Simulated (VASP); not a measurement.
# Cr: single point with RPBE

Crystal: Cr.

```xyz
1
Lattice="-1.4342 1.4342 1.4342 1.4342 -1.4342 1.4342 1.4342 1.4342 -1.4342" Properties=species:S:1:pos:R:3 pbc="T T T"
Cr    0.0000    0.0000    0.0000
```

| Quantity | Value |
| --- | --- |
| Program | VASP 6.6.1 |
| Task | single point |
| Functional | RPBE |
| Potentials or basis | VASP PAW PBE potentials, release 64 (Cr_pv) |
| Cutoff | 520 eV |
| k mesh | 25 × 25 × 25 |
| Occupations | fermi-dirac, width 0.1 eV |
| Spin | no spin polarisation |
| Dipole correction | no |
| Further INCAR settings | ALGO = Normal; EDIFF = 1e-06; NBANDS = 12 |

The pressure is -0.4 GPa and the band gap on the k mesh is zero (band 6 reaches 13.10 eV, above the bottom of band 7 at 9.90 eV).

Levels at points of the mesh, in eV from the Fermi level:
```csv
k point,band 4,band 5,band 6,band 7,band 8,band 9
"(0.00, 0.00, 0.00)",-7.79,-0.88,-0.88,-0.88,1.13,1.13
```

Run time: 21 s on 1 thread of Intel(R) Xeon(R) 6975P-C (Granite Rapids) (shared host), peak memory 0.17 GiB.

Caveat: the PAW data sets were made with another functional, which shifts forces and pressure a little; the run has no spin polarisation, though such a crystal can be magnetic. Spin polarisation is off, so any magnetic state and its effect on volume and gap are missing.
